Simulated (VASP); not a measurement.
# CsCl (Pm-3m) in VASP: single point with LDA

Aim: the single point of CsCl with LDA.

Everything below comes from runs of VASP 6.6.1. Logs are shortened: lines on timing, memory, paths and dates and some standing lists are left out, and cuts for length are marked.

**1. The cell of the first run**

It takes space group Pm-3m (No. 221, cubic). The conventional cell has a = 4.123 Å, b = 4.123 Å, c = 4.123 Å, α = 90.00°, β = 90.00°, γ = 90.00°. Cs (site symmetry m-3m) has 8 Cl at 3.57 Å and 6 Cs at 4.12 Å within 4.7 Å. Within 4.7 Å of Cl (site symmetry m-3m) lie 8 Cs at 3.57 Å and 6 Cl at 4.12 Å.

**2. Single point, LDA**

INCAR

```
ALGO = Normal
EDIFF = 1E-6
ENCUT = 500
GGA_COMPAT = False
ISIF = 2
ISMEAR = 0
LASPH = True
LCHARG = False
LREAL = False
LWAVE = False
NBANDS = 15
NELM = 120
PREC = Accurate
SIGMA = 0.01
```

KPOINTS

```
k-points
0
Gamma
  6 6 6
```

POSCAR

```
CsCl
1.0
    4.1230000000      0.0000000000      0.0000000000
    0.0000000000      4.1230000000      0.0000000000
    0.0000000000      0.0000000000      4.1230000000
Cs Cl
1 1
Direct
    0.0000000000      0.0000000000      0.0000000000
    0.5000000000      0.5000000000      0.5000000000
```

Potentials or basis: VASP PAW LDA potentials, release 64 (Cs_sv, Cl).

The run is started by

```bash
cat potpaw_LDA.64/Cs_sv/POTCAR potpaw_LDA.64/Cl/POTCAR > POTCAR
mpirun -np 1 vasp_std > vasp.out
```

OUTCAR:

```text
EDIFF = 1E-6
   ENCUT = 500
   ISIF = 2
   ISMEAR = 0
   LASPH = True
   LREAL = False
   NELM = 120
   PREC = Accurate

 ion  position               nearest neighbor table
   1  0.000  0.000  0.000-
   2  0.500  0.500  0.500-

  LATTYP: Found a simple cubic cell.
 ALAT       =     4.1230000000

  Lattice vectors:

 A1 = (   4.1230000000,   0.0000000000,   0.0000000000)
 A2 = (   0.0000000000,   4.1230000000,   0.0000000000)
 A3 = (   0.0000000000,   0.0000000000,   4.1230000000)

Analysis of symmetry for initial positions (statically):
=====================================================================
 Subroutine PRICEL returns:
 Original cell was already a primitive cell.

 Routine SETGRP: Setting up the symmetry group for a
 simple cubic supercell.

 Subroutine GETGRP returns: Found 48 space group operations
 (whereof 48 operations were pure point group operations)
 out of a pool of 48 trial point group operations.

The static configuration has the point symmetry O_h .

Analysis of symmetry for dynamics (positions and initial velocities):
=====================================================================
 Subroutine PRICEL returns:
 Original cell was already a primitive cell.

 Routine SETGRP: Setting up the symmetry group for a
 simple cubic supercell.

 Subroutine GETGRP returns: Found 48 space group operations
 (whereof 48 operations were pure point group operations)
 out of a pool of 48 trial point group operations.

The dynamic configuration has the point symmetry O_h .

 Subroutine INISYM returns: Found 48 space group operations
 (whereof 48 operations are pure point group operations),
 and found     1 'primitive' translations

----------------------------------------------------------------------------------------

                                     Primitive cell

  volume of cell :      70.0874

  direct lattice vectors                    reciprocal lattice vectors
     4.123000000  0.000000000  0.000000000     0.242541838  0.000000000  0.000000000
     0.000000000  4.123000000  0.000000000     0.000000000  0.242541838  0.000000000
     0.000000000  0.000000000  4.123000000     0.000000000  0.000000000  0.242541838

  length of vectors
     4.123000000  4.123000000  4.123000000     0.242541838  0.242541838  0.242541838

  position of ions in fractional coordinates (direct lattice)
     0.000000000  0.000000000  0.000000000
     0.500000000  0.500000000  0.500000000

  ion indices of the primitive-cell ions
   primitive index   ion index
                 1           1
                 2           2

----------------------------------------------------------------------------------------

 KPOINTS: k-points

Automatic generation of k-mesh.
 Grid dimensions read from file:
 generate k-points for:    6    6    6

 Generating k-lattice:

  Cartesian coordinates                     Fractional coordinates (reciprocal lattice)
     0.040423640  0.000000000  0.000000000     0.166666667  0.000000000  0.000000000
     0.000000000  0.040423640  0.000000000     0.000000000  0.166666667  0.000000000
     0.000000000  0.000000000  0.040423640     0.000000000  0.000000000  0.166666667

  Length of vectors
     0.040423640  0.040423640  0.040423640

  Shift w.r.t. Gamma in fractional coordinates (k-lattice)
     0.000000000  0.000000000  0.000000000

 Subroutine IBZKPT returns following result:
 ===========================================

 Found     20 irreducible k-points:

 Following reciprocal coordinates:
            Coordinates               Weight
  0.000000  0.000000  0.000000      1.000000
  0.166667  0.000000  0.000000      6.000000
  0.333333  0.000000  0.000000      6.000000
  0.500000  0.000000  0.000000      3.000000
  0.166667  0.166667  0.000000     12.000000
  0.333333  0.166667  0.000000     24.000000
[... 12 lines left out ...]
  0.500000  0.500000  0.333333      6.000000
  0.500000  0.500000  0.500000      1.000000
   k-points           NKPTS =     20   k-points in BZ     NKDIM =     20   number of bands    NBANDS=     15
   number of dos      NEDOS =    301   number of ions     NIONS =      2
   total plane-waves  NPLWV =  27000
   dimension x,y,z NGX =    30 NGY =   30 NGZ =   30
   dimension x,y,z NGXF=    60 NGYF=   60 NGZF=   60
   ions per type =               1   1
   NGX,Y,Z   is equivalent  to a cutoff of  12.10, 12.10, 12.10 a.u.
   NGXF,Y,Z  is equivalent  to a cutoff of  24.19, 24.19, 24.19 a.u.
 SYSTEM =  unknown system
   PREC   = accura    normal or accurate (medium, high low for compatibility)
   ISTART =      0    job   : 0-new  1-cont  2-samecut
   ICHARG =      2    charge: 1-file 2-atom 10-const
   ISPIN  =      1    spin polarized calculation?
   LNONCOLLINEAR =      F non collinear calculations
   LSORBIT =      F    spin-orbit coupling
   LASPH  =      T    aspherical Exc in radial PAW
   ENCUT  =  500.0 eV  36.75 Ry    6.06 a.u.   7.52  7.52  7.52*2*pi/ulx,y,z
   NELM   =    120;   NELMIN=  2; NELMDL= -5     # of ELM steps
   EDIFF  = 0.1E-05   stopping-criterion for ELM
   LREAL  =      F    real-space projection
   EDIFFG = 0.1E-04   stopping-criterion for IOM
   NSW    =      0    number of steps for IOM
   IBRION =     -1    ionic relax: 0-MD 1-quasi-New 2-CG
   NFREE  =      0    steps in history (QN), initial steepest desc. (CG)
   ISIF   =      2    stress and relaxation
   ISYM   =      2    0-nonsym 1-usesym 2-fastsym
   POTIM  = 0.5000    time-step for ionic-motion
   TEBEG  =    0.0;   TEEND  =   0.0 temperature during run
   PSTRESS=    0.0 pullay stress
   NELECT =      16.0000    total number of electrons
   NUPDOWN=      -1.0000    fix difference up-down
   EMIN   =  10.00;   EMAX   =-10.00  energy-range for DOS
   EFERMI =   0.00;   METHOD = LEGACY
   ISMEAR =     0;   SIGMA  =   0.01  broadening in eV -4-tet -1-fermi 0-gaus
   EFERMI_NEDOS =   21; number of points for ismear=-14 and -15
   IALGO  =     38    algorithm
   IMIX   =      4    mixing-type and parameters
     AMIX     =   0.40;   BMIX     =  1.00
     AMIX_MAG =   1.60;   BMIX_MAG =  1.00
  volume/ion in A,a.u.               =      35.04       236.49
  Fermi-wavevector in a.u.,A,eV,Ry     =   1.000541  1.890748 13.620547  1.001082
  Thomas-Fermi vector in A             =   2.132904
   LORBIT       =      0    0 simple, 1 ext, 2 COOP (PROOUT), +10 PAW based schemes
   GGA     = CA    functional components
   LHFCALC =     F    Hartree Fock is set to
   AEXX    =    0.0000 exact exchange contribution
   IVDW    =     0    specifies the selected vdW correction
   LEPSILON=     F    determine dielectric tensor
   LRPA    =     F    only Hartree local field effects (RPA)
 non-spin polarized calculation
 Gauss-broadening in eV      SIGMA  =   0.01
  energy-cutoff  :      500.00
  volume of cell :       70.09
 maximum number of plane-waves:      1800
   NGX = 15   NGY = 15   NGZ = 15

 number of electron      16.0000001 magnetization

 Free energy of the ion-electron system (eV)
  ---------------------------------------------------
  ext. energy  EPLUGINS =         0.00000000
  ---------------------------------------------------
  free energy    TOTEN  =        -7.25905737 eV

  energy without entropy =       -7.25905737  energy(sigma->0) =       -7.25905737

 E-fermi :  -0.4146     XC(G=0):  -8.6226

 val. band max:       -0.4769584188   @ k =   0.0000   0.0000   0.0000
 cond. band min:       4.3743510662   @ k =   0.0000   0.0000   0.0000
 fundamental gap:      4.8513094850
 Fermi energy:        -0.4146298690

 k-point     1 :       0.0000    0.0000    0.0000
  band No.  band energies     occupation
      1     -19.8110      2.00000
      2     -12.5611      2.00000
      3      -6.2925      2.00000
      4      -6.2925      2.00000
      5      -6.2925      2.00000
      6      -0.4770      2.00000
      7      -0.4770      2.00000
      8      -0.4770      2.00000
      9       4.3744      0.00000
     10       4.6435      0.00000
     11       4.6435      0.00000
     12       9.4529      0.00000
     13       9.4529      0.00000
     14       9.4529      0.00000
     15      12.5676      0.00000

 k-point     2 :       0.1667    0.0000    0.0000
  band No.  band energies     occupation
      1     -19.7900      2.00000
      2     -12.5718      2.00000
      3      -6.4486      2.00000
      4      -6.2559      2.00000
      5      -6.2559      2.00000
      6      -0.8545      2.00000
      7      -0.5374      2.00000
      8      -0.5374      2.00000
      9       4.8317      0.00000
     10       5.0159      0.00000
     11       5.3182      0.00000
     12       9.2161      0.00000
     13       9.2161      0.00000
     14       9.6139      0.00000
     15      11.0425      0.00000

 k-point     3 :       0.3333    0.0000    0.0000
  band No.  band energies     occupation
      1     -19.7473      2.00000
      2     -12.5966      2.00000
      3      -6.7244      2.00000
      4      -6.1802      2.00000
      5      -6.1802      2.00000
      6      -1.4643      2.00000
      7      -0.6637      2.00000
      8      -0.6637      2.00000
      9       5.3241      0.00000
     10       6.2039      0.00000
     11       6.9986      0.00000
     12       8.9404      0.00000
     13       8.9404      0.00000
     14       9.2877      0.00000
     15      10.0176      0.00000
[... 271 lines left out ...]
 k-point    19 :       0.5000    0.5000    0.3333
  band No.  band energies     occupation
      1     -19.6019      2.00000
      2     -12.4059      2.00000
      3      -6.9204      2.00000
      4      -6.9204      2.00000
      5      -6.6676      2.00000
      6      -1.4585      2.00000
      7      -1.4585      2.00000
      8      -1.4041      2.00000
      9       7.1566      0.00000
     10       7.6355      0.00000
     11       7.6355      0.00000
     12       7.9896      0.00000
     13      10.1342      0.00000
     14      10.1342      0.00000
     15      11.9319      0.00000

 k-point    20 :       0.5000    0.5000    0.5000
  band No.  band energies     occupation
      1     -19.5845      2.00000
      2     -12.3841      2.00000
      3      -6.8518      2.00000
      4      -6.8518      2.00000
      5      -6.8518      2.00000
      6      -1.6373      2.00000
      7      -1.6373      2.00000
      8      -1.6373      2.00000
      9       7.8383      0.00000
     10       7.8383      0.00000
     11       7.8383      0.00000
     12       9.7364      0.00000
     13       9.7364      0.00000
     14       9.7364      0.00000
     15      11.9949      0.00000

------------------------ aborting loop because EDIFF is reached ----------------------------------------

  FORCE on cell =-STRESS in cart. coord.  units (eV):
  Direction    XX          YY          ZZ          XY          YZ          ZX
  --------------------------------------------------------------------------------------
  -------------------------------------------------------------------------------------
  Total       -0.9039285     -0.9039285     -0.9039285     -0.0000000      0.0000000      0.0000000
  in kB      -20.6635362    -20.6635362    -20.6635362     -0.0000000      0.0000000      0.0000000
  external PRESSURE =     -20.6635362 kB  Pullay stress =       0.0000000 kB

 VOLUME and BASIS-vectors are now :
 -----------------------------------------------------------------------------
  energy-cutoff  :      500.00
  volume of cell :       70.09
      direct lattice vectors                 reciprocal lattice vectors
     4.123000000  0.000000000  0.000000000     0.242541838  0.000000000  0.000000000
     0.000000000  4.123000000  0.000000000     0.000000000  0.242541838  0.000000000
     0.000000000  0.000000000  4.123000000     0.000000000  0.000000000  0.242541838

 POSITION                                       TOTAL-FORCE (eV/Angst)
 -----------------------------------------------------------------------------------
      0.00000      0.00000      0.00000         0.000000      0.000000      0.000000
      2.06150      2.06150      2.06150         0.000000      0.000000      0.000000
 -----------------------------------------------------------------------------------
    total drift:                                0.000000      0.000000     -0.000000

  FREE ENERGIE OF THE ION-ELECTRON SYSTEM (eV)
  ---------------------------------------------------
  free  energy   TOTEN  =        -7.2590573697 eV

  energy  without entropy=       -7.2590573697  energy(sigma->0) =       -7.25905737
```

Wall time 16 s (1 thread of Intel Xeon Platinum 8259CL at 2.50GHz (Skylake/Cascade Lake), shared host); peak memory 0.15 GiB.

What came out:

```yaml
Free_energy: -7.2591 eV
Pressure: -2.1 GPa
Band_gap_on_the_k_mesh: 4.85 eV, direct
```

Levels at points of the mesh, in eV from the valence-band top:
```
           k point  band 4  band 5  band 6  band 7  band 8  band 9  band 10  band 11  band 12  band 13
(0.00, 0.00, 0.00)   -5.82   -5.82    0.00    0.00    0.00    4.85     5.12     5.12     9.93     9.93
(0.50, 0.00, 0.00)   -5.66   -5.66   -1.25   -0.25   -0.25    6.17     7.34     8.54     8.96     9.36
(0.50, 0.50, 0.00)   -6.63   -5.57   -0.44   -0.44   -0.06    5.64     5.75     7.79     7.79    11.57
(0.50, 0.50, 0.50)   -6.37   -6.37   -1.16   -1.16   -1.16    8.32     8.32     8.32    10.21    10.21
```

Caveat: spin-orbit coupling is left out, which moves the levels of the heavy elements.
